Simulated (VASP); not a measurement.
Crystal: ReF2.

```
Re F
1.0
     0.00000    2.59202    2.59202
     2.59202    0.00000    2.59202
     2.59202    2.59202    0.00000
Re F
1 2
Direct
  0.00000 0.00000 0.00000
  0.25000 0.25000 0.25000
  0.75000 0.75000 0.75000
```

* Program: VASP 6.6.1
* Task: relaxation of cell and atoms
* Functional: PBE
* Potentials or basis: VASP PAW PBE potentials, release 64 (Re, F)
* Cutoff: 600 eV
* k mesh: 6 × 6 × 6
* Occupations: gaussian, width 0.1 eV
* Spin: collinear spin, ferromagnetic start
* Starting moments: [0.62, 0.0, 0.0] μB

At the start: pressure 9.1 GPa; volume 11.61 Å³/atom.

How do energy, volume and symmetry change on relaxing?

Over 3 steps the energy falls by 18.2 meV/atom and the volume is 12.28 Å³/atom (+5.8 %); space group Fm-3m (No. 225, to 0.05 Å); moment 0.90 μB per cell.

The path:
| step | energy change (eV) | largest force (eV/Å) | pressure (GPa) | volume (Å³) |
| --- | --- | --- | --- | --- |
| 1 | 0.0000 | 0.0000 | 9.06 | 34.83 |
| 2 | -0.0311 | 0.0000 | -4.97 | 38.24 |
| 3 | -0.0546 | 0.0000 | -0.18 | 36.83 |

Final structure:
```cif
data_structure
_symmetry_space_group_name_H-M 'P 1'
_symmetry_Int_Tables_number 1
_cell_length_a 3.7347
_cell_length_b 3.7347
_cell_length_c 3.7347
_cell_angle_alpha 60.000
_cell_angle_beta 60.000
_cell_angle_gamma 60.000
_cell_volume 36.83
loop_
_atom_site_label
_atom_site_type_symbol
_atom_site_fract_x
_atom_site_fract_y
_atom_site_fract_z
_atom_site_occupancy
Re1 Re 0.00000 0.00000 0.00000 1
F1 F 0.25000 0.25000 0.25000 1
F2 F 0.75000 0.75000 0.75000 1
```
